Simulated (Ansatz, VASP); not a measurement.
# One calculation of TaN, two programs

```xyz
4
Lattice="3.0601 0.0000 0.0000 -1.5301 2.6502 0.0000 0.0000 0.0000 4.9564" Properties=species:S:1:pos:R:3 pbc="T T T"
Ta    0.0000    1.7668    0.0000
Ta    1.5301    0.8834    2.4782
N     0.0000    1.7668    1.9082
N     1.5301    0.8834    4.3864
```

Change from the starting cell: volume scaled by 1.01.

Alike in both runs: task single point; functional LDA; k mesh 9 × 9 × 5; occupations fermi-dirac, width 0.03 eV; no spin polarisation.

|  | VASP | Ansatz |
| --- | --- | --- |
| version | VASP 6.6.1 | Ansatz 0.2.0 |
| potentials or method | VASP PAW LDA potentials, release 64 (Ta_pv, N), cutoff 520 eV | all-electron LAPW, scalar-relativistic |

Ansatz gave:

- pressure (GPa): 109.2
- traceless stress, the component that is largest in VASP (GPa): -15.52
- rms of the force components (eV/Å): 1.261

Task: What did VASP give for the same quantities?

Result: Pressure (GPa): 115.4; traceless stress, the component that is largest in VASP (GPa): -16.25; rms of the force components (eV/Å): 1.277.

LDA's correlation is that of Perdew and Zunger in VASP and of Perdew and Wang (1992) in Ansatz. Atom by atom the forces differ by 0.016 eV/Å (rms over components). Both programs put the cell under a high pressure, so it lies far from rest at this level. Ansatz ran all-electron here, and VASP with PAW potentials.

Neither program's run includes spin-orbit coupling. Noted on VASP's run: the cell as given lies far from equilibrium.
